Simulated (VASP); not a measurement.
CaAl6C, 8 atoms in the cell. The structure is trigonal, space group R-3m (No. 166). Conventional cell: a = 7.437 Å, b = 7.437 Å, c = 7.318 Å, α = 90.00°, β = 90.00°, γ = 120.00°. Ca (site symmetry -3m) has 12 Al at 2.84 to 2.93 Å and 2 C at 3.66 Å within 3.7 Å. Within 2.4 Å of Al (site symmetry m) lie 1 C at 1.83 Å. C (site symmetry -3m) has 6 Al at 1.83 Å within 2.4 Å. 

| Item | Value |
| --- | --- |
| Program | VASP 6.6.1 |
| Task | single point |
| Functional | PBE |
| Potentials or basis | VASP PAW PBE potentials, release 64 (Ca_sv, Al, C) |
| Cutoff | 520 eV |
| k mesh | 6 × 6 × 6 |
| Occupations | gaussian, width 0.1 eV |
| Spin | no spin polarisation |
| Dipole correction | no |
| Further INCAR settings | ALGO = Normal; EDIFF = 1e-06; NBANDS = 26 |

Potentials or basis: VASP PAW PBE potentials, release 64 (Ca_sv, Al, C).

Run with:

```console
$ cat potpaw_PBE.64/Ca_sv/POTCAR potpaw_PBE.64/Al/POTCAR potpaw_PBE.64/C/POTCAR > POTCAR
$ mpirun -np 1 vasp_std > vasp.out
```

Hardware: 1 thread of Intel(R) Xeon(R) 6975P-C (Granite Rapids), with other jobs on the host.

Problem. How long does it take, and how much memory?

Solution. Run time: 61 s on 1 thread of Intel(R) Xeon(R) 6975P-C (Granite Rapids), with other jobs on the host, peak memory 0.29 GiB. Counts: scf iterations 14, k points 32.
